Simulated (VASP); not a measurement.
Input of a VASP 6.6.1 run:

File INCAR:

```
PREC = Accurate ; ENCUT = 520
EDIFF = 1E-7 ; ISMEAR = -1
SIGMA = 0.1 ; LREAL = False
LASPH = True ; NELM = 100
ALGO = Normal ; ISIF = 2
LWAVE = False ; LCHARG = False
NBANDS = 10
```

Contents of KPOINTS:

```
Automatic mesh
0
Gamma
  14 14 14
```

POSCAR

```
Ir
1.0
    0.0000000000      1.9060927673      1.9060927673
    1.9060927673      0.0000000000      1.9060927673
    1.9060927673      1.9060927673      0.0000000000
Ir
1
Direct
    0.0000000000      0.0000000000      0.0000000000
```

Potentials or basis: VASP PAW LDA potentials, release 64 (Ir).

Command:

```bash
$ cat potpaw_LDA.64/Ir/POTCAR > POTCAR
$ mpirun -np 1 vasp_std > vasp.out
```

(1) What does it give for the pressure?

## Answers

(1) 2.6 GPa.
